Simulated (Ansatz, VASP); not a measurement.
# Two plane-wave programs on LaAgS2

File POSCAR:

```
LaAgS2
1.0
    4.2853105041      0.0000000000      0.0000000000
    0.0000000000      4.2853105041      0.0000000000
    0.0000000000      0.0000000000      5.8156425031
Ag S La
1 2 1
Direct
    0.0000000000      0.0000000000      0.0000000000
    0.0000000000      0.0000000000      0.5000000000
    0.5000000000      0.5000000000      0.0000000000
    0.5000000000      0.5000000000      0.5000000000
```

Contents of INCAR.step1:

```
SYSTEM = LaAgS2
ALGO = Normal ; EDIFF = 1E-5
ENCUT = 400 ; GGA = PE
GGA_COMPAT = .FALSE. ; ISIF = 2
ISMEAR = -1 ; LASPH = .TRUE.
LCHARG = .FALSE. ; LMAXMIX = 6
LREAL = .FALSE. ; LWAVE = .TRUE.
NBANDS = 25 ; NELM = 200
PREC = Accurate ; SIGMA = 0.02
```

Contents of INCAR.step2:

```
SYSTEM = LaAgS2
ALGO = Normal ; EDIFF = 1E-6
ENCUT = 400 ; GGA = PE
GGA_COMPAT = .FALSE. ; HFSCREEN = 0.2079
ISIF = 2 ; ISMEAR = -1
ISTART = 1 ; LASPH = .TRUE.
LCHARG = .FALSE. ; LHFCALC = .TRUE.
LMAXMIX = 6 ; LREAL = .FALSE.
LWAVE = .FALSE. ; NBANDS = 25
NELM = 200 ; PREC = Accurate
PRECFOCK = Normal ; SIGMA = 0.02
```

The input KPOINTS:

```
k-points
0
G
  4 4 4
  0 0 0
```

Input for Ansatz:

```yaml
crystal:
  lattice:
    - [4.2853105041, 0.0, 0.0]
    - [0.0, 4.2853105041, 0.0]
    - [0.0, 0.0, 5.8156425031]
  atoms:
    - { symbol: Ag, position: [0.0, 0.0, 0.0] }
    - { symbol: S, position: [0.0, 0.0, 0.5] }
    - { symbol: La, position: [0.5, 0.5, 0.5] }
    - { symbol: S, position: [0.5, 0.5, 0.0] }
kpoints:
  mp_grid: { grid: [4, 4, 4] }
  band_path:
    path:
      - [0.0, 0.0, 0.0]
      - [0.0, 0.5, 0.0]
      - [0.5, 0.5, 0.0]
      - [0.0, 0.0, 0.5]
      - [0.0, 0.5, 0.5]
      - [0.5, 0.5, 0.5]
      - [0.15, 0.15, 0.5]
    npoints: 1
hamiltonian:
  xc: hse06
scf:
  occupations: { method: fermi_dirac, width: 0.02 }
  n_extra_bands: 5
output:
  forces: true
  stress: true
  eigenvalues: true
```

Change from the starting cell: hydrostatic strain +3.8%.

Alike in both runs: task single point; functional HSE06; k mesh 4 × 4 × 4; occupations fermi-dirac, width 0.02 eV; no spin polarisation.

|  | VASP | Ansatz |
| --- | --- | --- |
| version | VASP 6.6.1 | Ansatz 0.2.0 |
| potentials or method | VASP PAW PBE potentials, release 64 (Ag, S, La) | plane waves, PAW |
| plane-wave cutoff (eV) | 400 | 420 |
| valence electrons in the cell | 34 | 42 |

Ansatz gave:

```
pressure (GPa) : -6.0
```

Question: Estimate VASP's values.

Answer: Pressure (GPa): -6.2.

The functional is the same, so the differences come from potentials, cutoffs and numerics. VASP's potentials hold 34 valence electrons a cell and Ansatz's 42, so a difference there can come from the potentials and not from the codes. Ansatz's warnings: stress exchange threshold loose, stress scf threshold loose.

Neither program's run includes spin-orbit coupling.
